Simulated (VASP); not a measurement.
The system is MgSiN.

```
Mg Si N
1.0
     4.31124    0.00000    0.00000
    -2.15562    3.73364    0.00000
     0.00000    0.00000    2.75244
Mg Si N
1 1 1
Direct
  0.00000 0.00000 0.00000
  0.33333 0.66667 0.00000
  0.66667 0.33333 0.50000
```

- Program: VASP 6.6.1
- Task: relaxation of cell and atoms
- Functional: PBE
- Potentials or basis: VASP PAW PBE potentials, release 64 (Mg, Si, N)
- Cutoff: 600 eV
- k mesh: 12 × 12 × 16
- Occupations: gaussian, width 0.1 eV
- Spin: no spin polarisation

At the start: pressure -0.4 GPa; volume 14.77 Å³/atom.

Q: Where does the relaxation end?

A: Over 7 steps the energy falls by 14.5 meV/atom and the volume is 14.51 Å³/atom (-1.7 %); space group P-6m2 (No. 187, to 0.05 Å).

Step by step:
| step | energy change (eV) | largest force (eV/Å) | pressure (GPa) | volume (Å³) |
| --- | --- | --- | --- | --- |
| 1 | 0.0000 | 0.0000 | -0.36 | 44.31 |
| 2 | -0.0295 | 0.0000 | -0.48 | 44.08 |
| 3 | -0.0428 | 0.0000 | -0.43 | 43.76 |
| 4 | -0.0430 | 0.0000 | -0.44 | 43.80 |
| 5 | -0.0431 | 0.0000 | -0.44 | 43.79 |
| 6 | -0.0434 | 0.0000 | 0.10 | 43.47 |
| 7 | -0.0434 | 0.0000 | 0.00 | 43.53 |

Final structure:
```
CELL_PARAMETERS angstrom
4.37926 0.00000 0.00000
-2.18963 3.79255 0.00000
0.00000 0.00000 2.62111
ATOMIC_POSITIONS crystal
Mg 0.00000 0.00000 0.00000
Si 0.33333 0.66667 0.00000
N 0.66667 0.33333 0.50000
```
